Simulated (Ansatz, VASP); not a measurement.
One calculation of Te3MoPt, two programs

```xyz
5
Lattice="3.6641 -3.6811 0.0000 3.6641 3.6811 0.0000 0.0000 0.0000 5.2097" Properties=species:S:1:pos:R:3 pbc="T T T"
Te    1.8321   -1.8406    0.0000
Te    1.8321    1.8406    0.0000
Te    3.6641    0.0000    2.6049
Mo    0.0000    0.0000    2.6049
Pt    3.6641    0.0000    0.0000
```

Change from the starting cell: species swapped into the KAgF3 type (Cmmm, No. 65).

Alike in both runs: functional PBE; k mesh 4 × 4 × 4; occupations gaussian, width 0.1 eV; no spin polarisation.

Ansatz relaxed the structure, and its values are those at the end. VASP's run is a single point on that final structure, the one shown.

|  | VASP | Ansatz |
| --- | --- | --- |
| version | VASP 6.6.1 | Ansatz 0.2.0 |
| potentials or method | VASP PAW PBE potentials, release 64 (Te, Mo_sv, Pt), cutoff 520 eV | scalar-relativistic, plane waves, PAW |
| valence electrons in the cell | 42 | 80 |

|  | VASP | Ansatz | Ansatz less VASP |
| --- | --- | --- | --- |
| gap on the k mesh at the Fermi level (eV) | none | none | - |
| pressure (GPa) | -0.2 | -0.1 | +0.15 |

A gap of «none» marks a metal or a gap that the smearing closes. VASP's potentials hold 42 valence electrons a cell and Ansatz's 80, so a difference there can come from the potentials and not from the codes.

Spin-orbit coupling is off throughout.
